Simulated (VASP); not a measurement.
Set up this calculation in VASP 6.6.1, as the native input.

| Quantity | Value |
| --- | --- |
| Task | single point |
| Functional | PBE |
| Potentials or basis | VASP PAW PBE potentials, release 64 (V_sv, N) |
| Cutoff | 600 eV |
| k mesh | 7 × 7 × 7 |
| Occupations | fermi-dirac, width 0.1 eV |
| Spin | collinear spin, ferromagnetic start |
| Starting moments | [-0.5, -1.0] μB |
| Hubbard terms | V d U = 1.92 eV |
| Dipole correction | no |
| Further INCAR settings | ALGO = Normal; EDIFF = 1e-06; NBANDS = 20 |

The structure of VN lies in POSCAR:

```
VN
1.0
    0.0000000000      2.1026255253      2.1026255253
    2.1026255253      0.0000000000      2.1026255253
    2.1026255253      2.1026255253      0.0000000000
V N
1 1
Direct
    0.0000000000      0.0000000000      0.0000000000
    0.5000000000      0.5000000000      0.5000000000
```

The input as run:

INCAR

```
SYSTEM = VN
ALGO     = Normal         ! electronic algorithm
EDIFF    = 1E-6           ! SCF threshold, eV
ENCUT    = 600            ! plane-wave cutoff, eV
GGA      = PE             ! functional
GGA_COMPAT= .False.      
ISIF     = 2              ! what is computed and relaxed
ISMEAR   = -1             ! smearing method
ISPIN    = 2              ! spin polarisation
LASPH    = .True.         ! aspherical terms in the spheres
LCHARG   = .False.        ! write CHGCAR
LDAU     = .True.         ! DFT+U
LDAUJ    = 0 0          
LDAUL    = 2 -1           ! shell
LDAUPRINT= 1            
LDAUTYPE = 2            
LDAUU    = 1.92 0         ! U, eV
LMAXMIX  = 4              ! l up to which the mixer works
LORBIT   = 11             ! projections on sites
LREAL    = .False.        ! projectors in reciprocal space
LWAVE    = .False.        ! write WAVECAR
MAGMOM   = -0.5 -1        ! initial moments
NBANDS   = 20             ! bands
NELM     = 200            ! most SCF steps
PREC     = Accurate       ! precision mode
SIGMA    = 0.1            ! smearing width, eV
```

KPOINTS

```
k-points
0
Gamma
  7 7 7
  0 0 0
```

Potentials or basis: VASP PAW PBE potentials, release 64 (V_sv, N).

The run is started by

```console
$ cat potpaw_PBE.64/V_sv/POTCAR potpaw_PBE.64/N/POTCAR > POTCAR
$ mpirun -np 1 vasp_std > vasp.out
```

Results of the run:

The pressure is -12.5 GPa. The band gap on the k mesh is zero (filled and empty bands overlap) and the net moment is 0.00 μB per cell. The valence electrons inside the program's atomic spheres are V 11.50; N 3.72.

Caveat: the k points lie up to 0.37 Å⁻¹ apart.

Wall time 21 s on 1 thread of Intel(R) Xeon(R) Platinum 8175M CPU @ 2.50GHz (Skylake/Cascade Lake), with other jobs on the host, peak memory 0.15 GiB.
